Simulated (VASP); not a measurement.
# Ca (Fm-3m) in VASP: single point with PBEsol

Aim: the single point of Ca with PBEsol.

Everything below comes from runs of VASP 6.6.1. Logs are shortened: lines on timing, memory, paths and dates and some standing lists are left out, and cuts for length are marked.

## 1. The cell of the first run

The structure is cubic, space group Fm-3m (No. 225). Conventional cell: a = 5.588 Å, b = 5.588 Å, c = 5.588 Å, α = 90.00°, β = 90.00°, γ = 90.00°. Within 5.2 Å of Ca (site symmetry m-3m) lie 12 Ca at 3.95 Å.

## 2. Single point, PBEsol

INCAR

```
SYSTEM = Ca
PREC = Accurate
ENCUT = 520
EDIFF = 1E-7
ISMEAR = 0
SIGMA = 0.05
LREAL = .FALSE.
LASPH = .TRUE.
NELM = 100
ALGO = Fast
ISIF = 2
LWAVE = .FALSE.
LCHARG = .FALSE.
GGA = PS
NBANDS = 11
```

KPOINTS

```
regular mesh
0
G
  10 10 10
  0 0 0
```

POSCAR

```
Ca
1.0
    0.0000000000      2.7942000000      2.7942000000
    2.7942000000      0.0000000000      2.7942000000
    2.7942000000      2.7942000000      0.0000000000
Ca
1
Direct
    0.0000000000      0.0000000000      0.0000000000
```

Potentials or basis: VASP PAW PBE potentials, release 64 (Ca_sv).

Run with:

```bash
$ cat potpaw_PBE.64/Ca_sv/POTCAR > POTCAR
$ mpirun -np 1 vasp_std > vasp.out
```

OUTCAR:

```text
SYSTEM = Ca
   PREC = Accurate
   ENCUT = 520
   EDIFF = 1E-7
   ISMEAR = 0
   LREAL = .FALSE.
   LASPH = .TRUE.
   NELM = 100
   ISIF = 2
   GGA = PS

 ion  position               nearest neighbor table
   1  0.000  0.000  0.000-

  LATTYP: Found a face centered cubic cell.
 ALAT       =     5.5884000000

  Lattice vectors:

 A1 = (   0.0000000000,   2.7942000000,   2.7942000000)
 A2 = (   2.7942000000,   0.0000000000,   2.7942000000)
 A3 = (   2.7942000000,   2.7942000000,   0.0000000000)

Analysis of symmetry for initial positions (statically):
=====================================================================
 Subroutine PRICEL returns:
 Original cell was already a primitive cell.

 Routine SETGRP: Setting up the symmetry group for a
 face centered cubic supercell.

 Subroutine GETGRP returns: Found 48 space group operations
 (whereof 48 operations were pure point group operations)
 out of a pool of 48 trial point group operations.

The static configuration has the point symmetry O_h .

Analysis of symmetry for dynamics (positions and initial velocities):
=====================================================================
 Subroutine PRICEL returns:
 Original cell was already a primitive cell.

 Routine SETGRP: Setting up the symmetry group for a
 face centered cubic supercell.

 Subroutine GETGRP returns: Found 48 space group operations
 (whereof 48 operations were pure point group operations)
 out of a pool of 48 trial point group operations.

The dynamic configuration has the point symmetry O_h .

 Subroutine INISYM returns: Found 48 space group operations
 (whereof 48 operations are pure point group operations),
 and found     1 'primitive' translations

----------------------------------------------------------------------------------------

                                     Primitive cell

  volume of cell :      43.6317

  direct lattice vectors                    reciprocal lattice vectors
     0.000000000  2.794200000  2.794200000    -0.178942094  0.178942094  0.178942094
     2.794200000  0.000000000  2.794200000     0.178942094 -0.178942094  0.178942094
     2.794200000  2.794200000  0.000000000     0.178942094  0.178942094 -0.178942094

  length of vectors
     3.951595536  3.951595536  3.951595536     0.309936799  0.309936799  0.309936799

  position of ions in fractional coordinates (direct lattice)
     0.000000000  0.000000000  0.000000000

  ion indices of the primitive-cell ions
   primitive index   ion index
                 1           1

----------------------------------------------------------------------------------------

 KPOINTS: regular mesh

Automatic generation of k-mesh.
 Grid dimensions read from file:
 generate k-points for:   10   10   10

 Generating k-lattice:

  Cartesian coordinates                     Fractional coordinates (reciprocal lattice)
    -0.017894209  0.017894209  0.017894209     0.100000000  0.000000000  0.000000000
     0.017894209 -0.017894209  0.017894209     0.000000000  0.100000000  0.000000000
     0.017894209  0.017894209 -0.017894209     0.000000000  0.000000000  0.100000000

  Length of vectors
     0.030993680  0.030993680  0.030993680

  Shift w.r.t. Gamma in fractional coordinates (k-lattice)
     0.000000000  0.000000000  0.000000000

 Subroutine IBZKPT returns following result:
 ===========================================

 Found     47 irreducible k-points:

 Following reciprocal coordinates:
            Coordinates               Weight
  0.000000  0.000000  0.000000      1.000000
  0.100000  0.000000  0.000000      8.000000
  0.200000  0.000000  0.000000      8.000000
  0.300000  0.000000  0.000000      8.000000
  0.400000  0.000000  0.000000      8.000000
  0.500000  0.000000  0.000000      4.000000
[... 16 lines left out ...]
  0.300000  0.300000  0.000000      6.000000
  0.400000  0.300000  0.000000     24.000000
 [... further k-points ...]
   k-points           NKPTS =     47   k-points in BZ     NKDIM =     47   number of bands    NBANDS=     11
   number of dos      NEDOS =    301   number of ions     NIONS =      1
   total plane-waves  NPLWV =  27000
   dimension x,y,z NGX =    30 NGY =   30 NGZ =   30
   dimension x,y,z NGXF=    60 NGYF=   60 NGZF=   60
   ions per type =               1
   NGX,Y,Z   is equivalent  to a cutoff of  12.62, 12.62, 12.62 a.u.
   NGXF,Y,Z  is equivalent  to a cutoff of  25.24, 25.24, 25.24 a.u.
 SYSTEM =  Ca
   PREC   = accura    normal or accurate (medium, high low for compatibility)
   ISTART =      0    job   : 0-new  1-cont  2-samecut
   ICHARG =      2    charge: 1-file 2-atom 10-const
   ISPIN  =      1    spin polarized calculation?
   LNONCOLLINEAR =      F non collinear calculations
   LSORBIT =      F    spin-orbit coupling
   LASPH  =      T    aspherical Exc in radial PAW
   ENCUT  =  520.0 eV  38.22 Ry    6.18 a.u.   7.35  7.35  7.35*2*pi/ulx,y,z
   NELM   =    100;   NELMIN=  2; NELMDL= -5     # of ELM steps
   EDIFF  = 0.1E-06   stopping-criterion for ELM
   LREAL  =      F    real-space projection
   EDIFFG = 0.1E-05   stopping-criterion for IOM
   NSW    =      0    number of steps for IOM
   IBRION =     -1    ionic relax: 0-MD 1-quasi-New 2-CG
   NFREE  =      0    steps in history (QN), initial steepest desc. (CG)
   ISIF   =      2    stress and relaxation
   ISYM   =      2    0-nonsym 1-usesym 2-fastsym
   POTIM  = 0.5000    time-step for ionic-motion
   TEBEG  =    0.0;   TEEND  =   0.0 temperature during run
   PSTRESS=    0.0 pullay stress
   NELECT =      10.0000    total number of electrons
   NUPDOWN=      -1.0000    fix difference up-down
   EMIN   =  10.00;   EMAX   =-10.00  energy-range for DOS
   EFERMI =   0.00;   METHOD = LEGACY
   ISMEAR =     0;   SIGMA  =   0.05  broadening in eV -4-tet -1-fermi 0-gaus
   EFERMI_NEDOS =   21; number of points for ismear=-14 and -15
   IALGO  =     68    algorithm
   IMIX   =      4    mixing-type and parameters
     AMIX     =   0.40;   BMIX     =  1.00
     AMIX_MAG =   1.60;   BMIX_MAG =  1.00
  volume/ion in A,a.u.               =      43.63       294.44
  Fermi-wavevector in a.u.,A,eV,Ry     =   1.001861  1.893242 13.656506  1.003725
  Thomas-Fermi vector in A             =   2.134310
   LORBIT       =      0    0 simple, 1 ext, 2 COOP (PROOUT), +10 PAW based schemes
   GGA     = PS    functional components
   LHFCALC =     F    Hartree Fock is set to
   AEXX    =    0.0000 exact exchange contribution
   IVDW    =     0    specifies the selected vdW correction
   LEPSILON=     F    determine dielectric tensor
   LRPA    =     F    only Hartree local field effects (RPA)
 non-spin polarized calculation
 RMM-DIIS sequential band-by-band and
 Gauss-broadening in eV      SIGMA  =   0.05
  energy-cutoff  :      520.00
  volume of cell :       43.63
 maximum number of plane-waves:      1211
 NGX is ok and might be reduce to    30
   NGX = 15   NGY = 15   NGZ = 15

 number of electron      10.0000000 magnetization

 number of electron       9.9999997 magnetization

 Free energy of the ion-electron system (eV)
  ---------------------------------------------------
  ext. energy  EPLUGINS =         0.00000000
  ---------------------------------------------------
  free energy    TOTEN  =        -2.12504607 eV

  energy without entropy =       -2.12349986  energy(sigma->0) =       -2.12427296

 E-fermi :   1.7859     XC(G=0):  -7.7063

 val. band max:        1.7841034110   @ k =  -0.3000   0.4000   0.1000
 cond. band min:       1.8402245521   @ k =  -0.4000   0.2000   0.0000
 fundamental gap:      0.0561211411
 Fermi energy:         1.7858540212

 k-point     1 :       0.0000    0.0000    0.0000
  band No.  band energies     occupation
      1     -40.1701      2.00000
      2     -21.1651      2.00000
      3     -21.1651      2.00000
      4     -21.1651      2.00000
      5      -2.2120      2.00000
      6       4.0374      0.00000
      7       4.0374      0.00000
      8       4.0374      0.00000
      9       5.0723      0.00000
     10       5.0723      0.00000
     11      10.7470      0.00000

 k-point     2 :       0.1000    0.0000    0.0000
  band No.  band energies     occupation
      1     -40.1689      2.00000
      2     -21.1771      2.00000
      3     -21.1668      2.00000
      4     -21.1668      2.00000
      5      -2.0459      2.00000
      6       3.8631      0.00000
      7       4.0978      0.00000
      8       4.0978      0.00000
      9       5.0223      0.00000
     10       5.0223      0.00000
     11      10.8957      0.00000

 k-point     3 :       0.2000    0.0000    0.0000
  band No.  band energies     occupation
      1     -40.1660      2.00000
      2     -21.2084      2.00000
      3     -21.1711      2.00000
      4     -21.1711      2.00000
      5      -1.5631      2.00000
      6       3.4241      0.00000
      7       4.1838      0.00000
      8       4.1838      0.00000
      9       5.0008      0.00000
     10       5.0008      0.00000
     11       9.7052      0.00000

 k-point     4 :       0.3000    0.0000    0.0000
  band No.  band energies     occupation
      1     -40.1623      2.00000
      2     -21.2467      2.00000
      3     -21.1764      2.00000
      4     -21.1764      2.00000
      5      -0.8144      2.00000
      6       2.8428      0.00000
      7       4.1146      0.00000
      8       4.1146      0.00000
      9       5.2308      0.00000
     10       5.2308      0.00000
     11       8.2258      0.00000
[... 239 lines left out ...]
 k-point    22 :      -0.2000    0.2000    0.0000
  band No.  band energies     occupation
      1     -40.1610      2.00000
      2     -21.2407      2.00000
      3     -21.1998      2.00000
      4     -21.1759      2.00000
      5      -0.5623      2.00000
      6       2.9495      0.00000
      7       3.6492      0.00000
      8       4.4835      0.00000
      9       4.6877      0.00000
     10       5.6760      0.00000
     11       8.6455      0.00000

 k-point    23 :       0.3000    0.3000    0.0000
  band No.  band energies     occupation
      1     -40.1597      2.00000
      2     -21.2430      2.00000
      3     -21.1950      2.00000
      4     -21.1950      2.00000
      5      -0.3818      2.00000
      6       2.8168      0.00000
      7       3.5838      0.00000
      8       4.8561      0.00000
      9       4.8561      0.00000
     10       5.4875      0.00000
     11       9.5559      0.00000

 k-point    24 :       0.4000    0.3000    0.0000
  band No.  band energies     occupation
      1     -40.1574      2.00000
      2     -21.2597      2.00000
      3     -21.2040      2.00000
      4     -21.2002      2.00000
      5       0.2605      2.00000
      6       2.5925      0.00000
      7       3.2238      0.00000
      8       4.9647      0.00000
      9       5.2584      0.00000
     10       5.6852      0.00000
     11       8.1592      0.00000

 [... further k-points ...]
[... 5 lines left out ...]
  --------------------------------------------------------------------------------------
  -------------------------------------------------------------------------------------
  Total       -0.3156703     -0.3156703     -0.3156703      0.0000000      0.0000000      0.0000000
  in kB      -11.5915583    -11.5915583    -11.5915583      0.0000000      0.0000000      0.0000000
  external PRESSURE =     -11.5915583 kB  Pullay stress =       0.0000000 kB

 VOLUME and BASIS-vectors are now :
 -----------------------------------------------------------------------------
  energy-cutoff  :      520.00
  volume of cell :       43.63
      direct lattice vectors                 reciprocal lattice vectors
     0.000000000  2.794200000  2.794200000    -0.178942094  0.178942094  0.178942094
     2.794200000  0.000000000  2.794200000     0.178942094 -0.178942094  0.178942094
     2.794200000  2.794200000  0.000000000     0.178942094  0.178942094 -0.178942094

 POSITION                                       TOTAL-FORCE (eV/Angst)
 -----------------------------------------------------------------------------------
      0.00000      0.00000      0.00000         0.000000     -0.000000      0.000000
 -----------------------------------------------------------------------------------
    total drift:                               -0.000000     -0.000000      0.000000

  FREE ENERGIE OF THE ION-ELECTRON SYSTEM (eV)
  ---------------------------------------------------
  free  energy   TOTEN  =        -2.1250460653 eV

  energy  without entropy=       -2.1234998585  energy(sigma->0) =       -2.12427296
```

Wall time 37 s (1 thread of Intel Xeon Platinum 8259CL at 2.50GHz (Skylake/Cascade Lake), shared host); peak memory 0.17 GiB.

What came out:

| Item | Value |
| --- | --- |
| Free energy | -2.1250 eV |
| Pressure | -1.2 GPa |
| Band gap on the k mesh | zero (band 5 reaches 1.89 eV, above the bottom of band 6 at 1.58 eV) |

Levels at points of the mesh, in eV from the Fermi level:
| k point | band 3 | band 4 | band 5 | band 6 | band 7 | band 8 |
| --- | --- | --- | --- | --- | --- | --- |
| (0.00, 0.00, 0.00) | -22.95 | -22.95 | -4.00 | 2.25 | 2.25 | 2.25 |
| (0.50, 0.00, 0.00) | -22.97 | -22.97 | -1.01 | -0.20 | 2.14 | 2.14 |
| (0.50, 0.50, 0.00) | -23.00 | -23.00 | -0.45 | 0.55 | 0.88 | 3.94 |

Caveat: the PAW data sets were made with another functional, which shifts forces and pressure a little.
